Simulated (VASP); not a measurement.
# Hf (P6_3/mmc) in VASP: further runs

Hf is run at these levels: LDA; tasks: single point.

Everything below comes from runs of VASP 6.6.1. Logs are shortened: lines on timing, memory, paths and dates and some standing lists are left out, and cuts for length are marked.

## Step 1: The cell of the first run

It takes space group P6_3/mmc (No. 194, hexagonal). The conventional cell has a = 3.118 Å, b = 3.118 Å, c = 4.948 Å, α = 90.00°, β = 90.00°, γ = 120.00°. Within 4.0 Å of Hf (site symmetry -6m2) lie 12 Hf at 3.06 to 3.12 Å.

## Step 2: Single point, LDA

INCAR

```
PREC = Accurate
ENCUT = 520
EDIFF = 1E-6
ISMEAR = -1
SIGMA = 0.1
LREAL = F
LASPH = T
NELM = 80
ALGO = Normal
ISIF = 2
LWAVE = F
LCHARG = F
GGA = CA
NBANDS = 17
```

KPOINTS

```
Automatic mesh
0
Gamma
  2 2 1
```

POSCAR

```
Hf
1.0
    3.1183974891      0.0000000000      0.0000000000
   -1.5591987445      2.7006114446      0.0000000000
    0.0000000000      0.0000000000      4.9475473504
Hf
2
Direct
    0.3333333333      0.6666666667      0.2500000000
    0.6666666667      0.3333333333      0.7500000000
```

Potentials or basis: VASP PAW LDA potentials, release 64 (Hf_pv).

On the command line:

```sh
$ cat potpaw_LDA.64/Hf_pv/POTCAR > POTCAR
$ mpirun -np 1 vasp_std > vasp.out
```

OUTCAR:

```text
PREC = Accurate
   ENCUT = 520
   EDIFF = 1E-6
   ISMEAR = -1
   LREAL = F
   LASPH = T
   NELM = 80
   ISIF = 2
   GGA = CA

 ion  position               nearest neighbor table
   1  0.333  0.667  0.250-   2 3.06   2 3.06   2 3.06   2 3.06   2 3.06   2 3.06
   2  0.667  0.333  0.750-   1 3.06   1 3.06   1 3.06   1 3.06   1 3.06   1 3.06

  LATTYP: Found a hexagonal cell.
 ALAT       =     3.1183974891
 C/A-ratio  =     1.5865672570

  Lattice vectors:

 A1 = (   3.1183974891,   0.0000000000,   0.0000000000)
 A2 = (  -1.5591987445,   2.7006114446,   0.0000000000)
 A3 = (   0.0000000000,   0.0000000000,   4.9475473504)

Analysis of symmetry for initial positions (statically):
=====================================================================
 Subroutine PRICEL returns:
 Original cell was already a primitive cell.

 Routine SETGRP: Setting up the symmetry group for a
 hexagonal supercell.

 Subroutine GETGRP returns: Found 24 space group operations
 (whereof 12 operations were pure point group operations)
 out of a pool of 24 trial point group operations.

The static configuration has the point symmetry D_3d.
 The point group associated with its full space group is D_6h.

Analysis of symmetry for dynamics (positions and initial velocities):
=====================================================================
 Subroutine PRICEL returns:
 Original cell was already a primitive cell.

 Routine SETGRP: Setting up the symmetry group for a
 hexagonal supercell.

 Subroutine GETGRP returns: Found 24 space group operations
 (whereof 12 operations were pure point group operations)
 out of a pool of 24 trial point group operations.

The dynamic configuration has the point symmetry D_3d.
 The point group associated with its full space group is D_6h.

 Subroutine INISYM returns: Found 24 space group operations
 (whereof 12 operations are pure point group operations),
 and found     1 'primitive' translations

----------------------------------------------------------------------------------------

                                     Primitive cell

  volume of cell :      41.6662

  direct lattice vectors                    reciprocal lattice vectors
     3.118397489  0.000000000  0.000000000     0.320677529  0.185143257  0.000000000
    -1.559198744  2.700611445  0.000000000     0.000000000  0.370286515  0.000000000
     0.000000000  0.000000000  4.947547350     0.000000000  0.000000000  0.202120350

  length of vectors
[... 62 lines left out ...]
   NSW    =      0    number of steps for IOM
   IBRION =     -1    ionic relax: 0-MD 1-quasi-New 2-CG
   NFREE  =      0    steps in history (QN), initial steepest desc. (CG)
   ISIF   =      2    stress and relaxation
   ISYM   =      2    0-nonsym 1-usesym 2-fastsym
   POTIM  = 0.5000    time-step for ionic-motion
   TEBEG  =    0.0;   TEEND  =   0.0 temperature during run
   PSTRESS=    0.0 pullay stress
   NELECT =      20.0000    total number of electrons
   NUPDOWN=      -1.0000    fix difference up-down
   EMIN   =  10.00;   EMAX   =-10.00  energy-range for DOS
   EFERMI =   0.00;   METHOD = LEGACY
   ISMEAR =    -1;   SIGMA  =   0.10  broadening in eV -4-tet -1-fermi 0-gaus
   EFERMI_NEDOS =   21; number of points for ismear=-14 and -15
   IALGO  =     38    algorithm
   IMIX   =      4    mixing-type and parameters
     AMIX     =   0.40;   BMIX     =  1.00
     AMIX_MAG =   1.60;   BMIX_MAG =  1.00
  volume/ion in A,a.u.               =      20.83       140.59
  Fermi-wavevector in a.u.,A,eV,Ry     =   1.281810  2.422270 22.354873  1.643037
  Thomas-Fermi vector in A             =   2.414158
   LORBIT       =      0    0 simple, 1 ext, 2 COOP (PROOUT), +10 PAW based schemes
   GGA     = CA    functional components
   LHFCALC =     F    Hartree Fock is set to
   AEXX    =    0.0000 exact exchange contribution
   IVDW    =     0    specifies the selected vdW correction
   LEPSILON=     F    determine dielectric tensor
   LRPA    =     F    only Hartree local field effects (RPA)
 non-spin polarized calculation
  energy-cutoff  :      520.00
  volume of cell :       41.67
 maximum number of plane-waves:      1116
 NGX is ok and might be reduce to    24
   NGX = 11   NGY = 11   NGZ = 19

 number of electron      19.9999998 magnetization

 Free energy of the ion-electron system (eV)
  ---------------------------------------------------
  ext. energy  EPLUGINS =         0.00000000
  ---------------------------------------------------
  free energy    TOTEN  =       -22.38424282 eV

  energy without entropy =      -22.20044922  energy(sigma->0) =      -22.29234602

 E-fermi :   6.0699     XC(G=0): -11.8029

 val. band max:        6.0651540811   @ k =   0.5000  -0.0000   0.0000
 cond. band min:       6.2809527853   @ k =   0.5000  -0.0000   0.0000
 fundamental gap:      0.2157987042
 Fermi energy:         6.0698600157

 k-point     1 :       0.0000    0.0000    0.0000
  band No.  band energies     occupation
      1     -25.5407      2.00000
      2     -24.7262      2.00000
      3     -24.7262      2.00000
      4     -24.5666      2.00000
      5     -24.5666      2.00000
      6     -24.4283      2.00000
[... 9 lines left out ...]
     16       8.0619      0.00000
     17      10.9901      0.00000

 k-point     2 :       0.5000   -0.0000    0.0000
  band No.  band energies     occupation
      1     -25.4758      2.00000
      2     -25.2886      2.00000
      3     -25.0681      2.00000
      4     -24.9538      2.00000
      5     -24.7089      2.00000
      6     -24.6839      2.00000
[... 9 lines left out ...]
     16      12.2344      0.00000
     17      12.7808      0.00000

------------------------ aborting loop because EDIFF is reached ----------------------------------------

  FORCE on cell =-STRESS in cart. coord.  units (eV):
  Direction    XX          YY          ZZ          XY          YZ          ZX
  --------------------------------------------------------------------------------------
  -------------------------------------------------------------------------------------
  Total        1.9161509      1.9161509     -7.7934565      0.0000000     -0.0000000      0.0000000
  in kB       73.6812121     73.6812121   -299.6795879      0.0000000     -0.0000000      0.0000000
  external PRESSURE =     -50.7723879 kB  Pullay stress =       0.0000000 kB

 VOLUME and BASIS-vectors are now :
 -----------------------------------------------------------------------------
  energy-cutoff  :      520.00
  volume of cell :       41.67
      direct lattice vectors                 reciprocal lattice vectors
     3.118397489  0.000000000  0.000000000     0.320677529  0.185143257  0.000000000
    -1.559198744  2.700611445  0.000000000     0.000000000  0.370286515  0.000000000
     0.000000000  0.000000000  4.947547350     0.000000000  0.000000000  0.202120350

 POSITION                                       TOTAL-FORCE (eV/Angst)
 -----------------------------------------------------------------------------------
     -0.00000      1.80041      1.23689        -0.000000      0.000000      0.000000
      1.55920      0.90020      3.71066         0.000000      0.000000      0.000000
 -----------------------------------------------------------------------------------
    total drift:                               -0.000000      0.000000     -0.000000

  FREE ENERGIE OF THE ION-ELECTRON SYSTEM (eV)
  ---------------------------------------------------
  free  energy   TOTEN  =       -22.3842428229 eV

  energy  without entropy=      -22.2004492198  energy(sigma->0) =      -22.29234602
```

OSZICAR:

```text
N       E                     dE             d eps       ncg     rms          rms(c)
DAV:   1     0.433958339287E+02    0.43396E+02   -0.11031E+04    68   0.111E+03
DAV:   2    -0.209775442487E+02   -0.64373E+02   -0.62996E+02    78   0.249E+02
DAV:   3    -0.231197183228E+02   -0.21422E+01   -0.19045E+01    95   0.271E+01
DAV:   4    -0.231381118501E+02   -0.18394E-01   -0.18379E-01    87   0.277E+00
DAV:   5    -0.231382442849E+02   -0.13243E-03   -0.13240E-03    95   0.225E-01    0.787E+01
DAV:   6    -0.225594285743E+02    0.57882E+00   -0.46581E-01    70   0.445E+00    0.405E+01
DAV:   7    -0.223869700295E+02    0.17246E+00   -0.46939E-01    70   0.411E+00    0.882E+00
DAV:   8    -0.223855281623E+02    0.14419E-02   -0.10228E-02    95   0.602E-01    0.208E+00
DAV:   9    -0.223842311385E+02    0.12970E-02   -0.36345E-03    70   0.396E-01    0.357E-01
DAV:  10    -0.223842449543E+02   -0.13816E-04   -0.14713E-04    88   0.794E-02    0.146E-01
DAV:  11    -0.223842428213E+02    0.21329E-05   -0.59687E-06    86   0.180E-02    0.330E-02
DAV:  12    -0.223842428229E+02   -0.15627E-08   -0.21827E-07    61   0.328E-03
   1 F= -.22384243E+02 E0= -.22292346E+02  d E =-.183794E+00
```

Run time: 6.3 s. Hardware: 1 thread of AMD EPYC 7R13, shared host; peak memory 0.1 GiB.

Results:

```
Free energy            : -22.3842 eV
Pressure               : -5.1 GPa
Band gap on the k mesh : zero (band 10 reaches 6.35 eV, above the bottom of band 11 at 6.07 eV)
```

Caveat: the k points lie up to 1.27 Å⁻¹ apart; spin-orbit coupling is left out, which moves the levels of the heavy elements.

## Step 3: Single point, LDA

INCAR

```
SYSTEM = Hf
  PREC = Accurate
  ENCUT = 520
  EDIFF = 1E-6
  ISMEAR = -1
  SIGMA = 0.1
  LREAL = .FALSE.
  LASPH = .TRUE.
  NELM = 60
  ALGO = Normal
  ISIF = 2
  LWAVE = .FALSE.
  LCHARG = .TRUE.
  LELF = .TRUE.
  LVHAR = .TRUE.
  NBANDS = 17
```

KPOINTS

```
Automatic mesh
0
G
  3 3 2
  0 0 0
```

POSCAR is that of step 2.

Potentials or basis: VASP PAW LDA potentials, release 64 (Hf_pv).

On the command line:

```sh
$ cat potpaw_LDA.64/Hf_pv/POTCAR > POTCAR
$ mpirun -np 1 vasp_std > vasp.out
```

Wall time 13 s (1 thread of AMD EPYC 7R13, shared host); peak memory 0.11 GiB.

Results (log left out):

```
Free energy            : -21.4656 eV
Pressure               : -0.5 GPa
Band gap on the k mesh : zero (band 10 reaches 6.42 eV, above the bottom of band 11 at 5.25 eV)
```

Stress tensor (GPa, compression positive):
```
-1.46  0.00  0.00
 0.00 -1.46  0.00
 0.00  0.00  1.31
```

Levels at points of the mesh, in eV from the Fermi level:
```
           k point  band 8  band 9  band 10  band 11  band 12  band 13
(0.00, 0.00, 0.00)   -4.00    0.99     1.06     1.06     1.34     1.94
(0.00, 0.00, 0.50)   -5.52    0.05     0.05     0.94     0.94     0.94
```

Caveat: the k points lie up to 0.78 Å⁻¹ apart; spin-orbit coupling is left out, which moves the levels of the heavy elements.

(Part 1 of 2 ends here.)
